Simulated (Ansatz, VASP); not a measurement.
Ni: VASP beside Ansatz

Contents of INCAR:

```
SYSTEM = Ni
ALGO = Fast
EDIFF = 1E-6
ENCUT = 520
GGA = PE
ISIF = 2
ISMEAR = 0
ISPIN = 2
LASPH = .TRUE.
LCHARG = .FALSE.
LMAXMIX = 4
LORBIT = 11
LREAL = .FALSE.
LWAVE = .FALSE.
MAGMOM = 0.75
NBANDS = 15
NELM = 150
PREC = Accurate
SIGMA = 0.1
```

File KPOINTS:

```
k-points
0
G
  20 20 20
  0 0 0
```

Contents of POSCAR:

```
Ni
1.0
    0.0000000000      1.7047931525      1.7047931525
    1.7047931525      0.0000000000      1.7047931525
    1.7047931525      1.7047931525      0.0000000000
Ni
1
Direct
    0.0000000000      0.0000000000      0.0000000000
```

Input for Ansatz:

```yaml
crystal:
  lattice:
    - [0.0, 1.7047931525, 1.7047931525]
    - [1.7047931525, 0.0, 1.7047931525]
    - [1.7047931525, 1.7047931525, 0.0]
  atoms:
    - { symbol: Ni, position: [0.0, 0.0, 0.0], spin: 0.75 }
basis:
  ecutwfc: 420
kpoints:
  mp_grid: { grid: [20, 20, 20] }
hamiltonian:
  xc: pbe
scf:
  occupations: { method: gaussian, width: 0.1 }
output:
  forces: true
  stress: true
  eigenvalues: true
  populations: true
magnetization:
  spin_polarized: true
```

Alike in both runs: task single point; functional PBE; k mesh 20 × 20 × 20; occupations gaussian, width 0.1 eV; collinear spin.

|  | VASP | Ansatz |
| --- | --- | --- |
| version | VASP 6.6.1 | Ansatz 0.2.0 |
| potentials or method | VASP PAW PBE potentials, release 64 (Ni), cutoff 520 eV | scalar-relativistic, plane waves, PAW |
| valence electrons in the cell | 10 | 18 |

Ansatz gave:

```
gap on the k mesh at the Fermi level (eV)                     : none
pressure (GPa)                                                : 23.7
net moment per atom (μB)                                      : 0.62
size of the moment on the site where the two differ most (μB) : 0.66
```

Problem. Estimate VASP's values.

Solution. gap on the k mesh at the Fermi level (eV): none; pressure (GPa): 23.2; net moment per atom (μB): 0.61; size of the moment on the site where the two differ most (μB): 0.62.

Site moments also hang on the region over which each program counts them. A gap of «none» marks a metal or a gap that the smearing closes. With one functional, cell and mesh, what is left measures potentials, basis and numerics. VASP's potentials hold 10 valence electrons a cell and Ansatz's 18, so a difference there can come from the potentials and not from the codes.
